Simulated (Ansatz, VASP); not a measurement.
**Two plane-wave programs on Li15MgO8**

```
CELL_PARAMETERS angstrom
0.00000 4.61000 4.61000
4.61000 0.00000 4.61000
4.61000 4.61000 0.00000
ATOMIC_POSITIONS crystal
Mg 0.12493 0.12493 0.12626
Li 0.12752 0.12752 0.62295
Li 0.12771 0.62223 0.12828
Li 0.12728 0.62273 0.62324
Li 0.62223 0.12771 0.12828
Li 0.62273 0.12728 0.62324
Li 0.62251 0.62251 0.12802
Li 0.62501 0.62501 0.62606
Li 0.37497 0.37497 0.37577
Li 0.38816 0.38816 0.86255
Li 0.38834 0.86174 0.38890
Li 0.38811 0.86197 0.86265
Li 0.86174 0.38834 0.38890
Li 0.86197 0.38811 0.86265
Li 0.86185 0.86185 0.38888
Li 0.87498 0.87498 0.87585
O 0.00042 0.00042 0.00105
O 0.00015 0.00015 0.50011
O 0.00027 0.49906 0.00094
O 0.99745 0.50088 0.50155
O 0.49906 0.00027 0.00094
O 0.50088 0.99745 0.50155
O 0.50084 0.50084 0.99822
O 0.50088 0.50088 0.50157
```

Alike in both runs: functional PBE; k mesh 4 × 4 × 4; occupations fermi-dirac, width 0.01 eV; collinear spin.

Ansatz relaxed the structure, and its values are those at the end. VASP's run is a single point on that final structure, the one shown.

```csv
,VASP,Ansatz
version,VASP 6.6.1,Ansatz 0.2.0
potentials or method,"VASP PAW PBE potentials, release 64 (Mg, Li_sv, O)","plane-wave PAW, scalar-relativistic"
plane-wave cutoff (eV),520,420
valence electrons in the cell,95,103
```

Ansatz gave:

```
rms of the force components (eV/Å) : 0.002
net moment per atom (μB)           : 0.01
```

Q: Estimate VASP's values.

A: rms of the force components (eV/Å): 0.008; net moment per atom (μB): 0.02.

VASP's potentials hold 95 valence electrons a cell and Ansatz's 103, so a difference there can come from the potentials and not from the codes. Ansatz's warnings: stress scf threshold loose.

Noted on VASP's run: the cutoff is short for stress, so the pressure is rough.
